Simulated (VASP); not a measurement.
The system is Li2S.

```
S Li
1.0
     0.00000    2.84529    2.84529
     2.84529    0.00000    2.84529
     2.84529    2.84529    0.00000
S Li
1 2
Direct
  0.00000 0.00000 0.00000
  0.25000 0.25000 0.25000
  0.75000 0.75000 0.75000
```

Base run:

| Property | Result |
| --- | --- |
| Program | VASP 6.6.1 |
| Functional | PBE |
| Potentials or basis | VASP PAW PBE potentials, release 64 (S, Li_sv) |
| Cutoff | 750 eV |
| k mesh | 6 × 6 × 6 |
| Occupations | gaussian, width 0.2 eV |
| Spin | no spin polarisation |

Its results: band gap on the k mesh 3.39 eV, indirect (least direct gap 4.29 eV); pressure 0.2 GPa.

Problem. After a change of settings the same cell gave: band gap on the k mesh 3.67 eV, indirect (least direct gap 4.29 eV); pressure 0.2 GPa. Which change was it?
A. k mesh from 6 × 6 × 6 to 4 × 4 × 4; occupations from gaussian, width 0.2 eV to gaussian, width 0.01 eV
B. occupations from gaussian, width 0.2 eV to methfessel-paxton, width 0.5 eV
C. k mesh from 6 × 6 × 6 to 5 × 5 × 5; occupations from gaussian, width 0.2 eV to gaussian, width 0.01 eV

Solution. C.
